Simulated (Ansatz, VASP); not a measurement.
## CuI: VASP beside Ansatz

POSCAR

```
CuI
1.0
    0.0000000000      3.0120429050      3.0120429050
    3.0120429050      0.0000000000      3.0120429050
    3.0120429050      3.0120429050      0.0000000000
Cu I
1 1
Direct
    0.2500000000      0.2500000000      0.2500000000
    0.0000000000      0.0000000000      0.0000000000
```

Contents of INCAR.step1:

```
SYSTEM = CuI
PREC = Accurate ; ENCUT = 520
EDIFF = 1E-5 ; ISMEAR = -1
SIGMA = 0.2 ; LREAL = .False.
LASPH = .True. ; NELM = 60
ALGO = Normal ; ISIF = 2
LWAVE = .True. ; GGA = PE
NBANDS = 16
```

INCAR.step2

```
SYSTEM = CuI
PREC = Accurate ; ENCUT = 520
EDIFF = 1E-7 ; ISMEAR = -1
SIGMA = 0.2 ; LREAL = .False.
LASPH = .True. ; NELM = 60
ALGO = Normal ; ISIF = 2
LWAVE = .False. ; LCHARG = .True.
GGA = PE ; LHFCALC = .True.
HFSCREEN = 0.2079 ; PRECFOCK = Normal
LELF = .True. ; LVHAR = .True.
ISTART = 1 ; NBANDS = 16
```

Contents of KPOINTS:

```
Automatic mesh
0
Gamma
  4 4 4
  0 0 0
```

Input for Ansatz:

```yaml
crystal:
  lattice:
    - [0.0, 3.012042905, 3.012042905]
    - [3.012042905, 0.0, 3.012042905]
    - [3.012042905, 3.012042905, 0.0]
  atoms:
    - { symbol: Cu, position: [0.25, 0.25, 0.25] }
    - { symbol: I, position: [0.0, 0.0, 0.0] }
kpoints:
  mp_grid: { grid: [4, 4, 4] }
hamiltonian:
  xc: hse06
scf:
  occupations: { method: fermi_dirac, width: 0.2 }
  n_extra_bands: 4
output:
  forces: true
  stress: true
  eigenvalues: true
```

Alike in both runs: task single point; functional HSE06; k mesh 4 × 4 × 4; occupations fermi-dirac, width 0.2 eV; no spin polarisation.

|  | VASP | Ansatz |
| --- | --- | --- |
| version | VASP 6.6.1 | Ansatz 0.2.0 |
| potentials or method | VASP PAW PBE potentials, release 64 (Cu, I) | plane waves |
| plane-wave cutoff (eV) | 520 | 420 |
| valence electrons in the cell | 18 | 36 |

|  | VASP | Ansatz | Ansatz less VASP |
| --- | --- | --- | --- |
| pressure (GPa) | 1.5 | 1.6 | +0.12 |

VASP's potentials hold 18 valence electrons a cell and Ansatz's 36, so a difference there can come from the potentials and not from the codes. Ansatz's warnings: stress exchange threshold loose, stress scf threshold loose.

The k mesh is coarse, so the values compare programs but aren't converged. Neither program's run includes spin-orbit coupling.
